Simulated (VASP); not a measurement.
A run of VASP 6.6.1 is set up as follows.

INCAR

```
SYSTEM = ZrO2
PREC = Accurate
ENCUT = 600
EDIFF = 1E-8
ISMEAR = 0
SIGMA = 0.01
LREAL = .FALSE.
LASPH = .TRUE.
NELM = 120
ALGO = Normal
ISIF = 2
LWAVE = .FALSE.
LCHARG = .FALSE.
GGA = PE
IVDW = 12
IBRION = 6
NFREE = 2
POTIM = 0.015
NSW = 1
GGA_COMPAT = .FALSE.
```

File KPOINTS:

```
Automatic mesh
0
G
  8 8 8
  0 0 0
```

Contents of POSCAR:

```
ZrO2
1.0
    0.0000000000      2.5437767819      2.5437767819
    2.5437767819      0.0000000000      2.5437767819
    2.5437767819      2.5437767819      0.0000000000
Zr O
1 2
Direct
    0.5000000000      0.5000000000      0.5000000000
    0.7500000000      0.7500000000      0.7500000000
    0.2500000000      0.2500000000      0.2500000000
```

Potentials or basis: VASP PAW PBE potentials, release 64 (Zr_sv, O).

Run with:

```bash
$ cat potpaw_PBE.64/Zr_sv/POTCAR potpaw_PBE.64/O/POTCAR > POTCAR
$ mpirun -np 1 vasp_std > vasp.out
```

(1) Estimate the highest phonon frequency at Γ, LO-TO splitting left out.

(2) Estimate the dispersion energy per atom.

Answers

(1) 564 cm⁻¹.

(2) -0.267 eV.
